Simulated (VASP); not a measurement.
Set up this calculation in VASP 6.6.1, as the native input.

```
Task                   : single point
Functional             : PBE
Potentials or basis    : VASP PAW PBE potentials, release 64 (Sr_sv, O)
Cutoff                 : 520 eV
k mesh                 : 4 × 4 × 4
Occupations            : gaussian, width 0.05 eV
Spin                   : no spin polarisation
Dipole correction      : no
Further INCAR settings : LREAL = Auto; ALGO = Normal; EDIFF = 1e-07; NBANDS = 78
```

The structure of SrO lies in POSCAR:

```
SrO
1.0
    6.2674686426      0.0000000000      0.0000000000
    0.0000000000      6.2674686426      0.0000000000
    0.0000000000      0.0000000000      6.2674686426
Sr O
8 8
Direct
    0.0000000000      0.0000000000      0.0000000000
    0.0000000000      0.0000000000      0.5000000000
    0.0000000000      0.5000000000      0.0000000000
    0.0000000000      0.5000000000      0.5000000000
    0.5000000000      0.0000000000      0.0000000000
    0.5000000000      0.0000000000      0.5000000000
    0.5000000000      0.5000000000      0.0000000000
    0.5000000000      0.5000000000      0.5000000000
    0.2500000000      0.2500000000      0.2500000000
    0.2500000000      0.2500000000      0.7500000000
    0.2500000000      0.7500000000      0.2500000000
    0.2500000000      0.7500000000      0.7500000000
    0.7500000000      0.2500000000      0.2500000000
    0.7500000000      0.2500000000      0.7500000000
    0.7500000000      0.7500000000      0.2500000000
    0.7500000000      0.7500000000      0.7500000000
```

One way to write it, as run:

INCAR

```
PREC = Accurate ; ENCUT = 520
EDIFF = 1E-7 ; ISMEAR = 0
SIGMA = 0.05 ; LREAL = Auto
LASPH = T ; NELM = 80
ALGO = Normal ; ISIF = 2
LWAVE = F ; LCHARG = F
GGA = PE ; NBANDS = 78
```

KPOINTS

```
regular mesh
0
Gamma
  4 4 4
```

Potentials or basis: VASP PAW PBE potentials, release 64 (Sr_sv, O).

Launch:

```bash
$ cat potpaw_PBE.64/Sr_sv/POTCAR potpaw_PBE.64/O/POTCAR > POTCAR
$ mpirun -np 1 vasp_std > vasp.out
```

It gave:

```json
{"Pressure": "0.7 GPa", "Band gap on the k mesh": "2.75 eV"}
```

It took 3.6 min on 1 thread of Intel(R) Xeon(R) Platinum 8559C (Emerald Rapids) (shared host), peak memory 0.38 GiB.
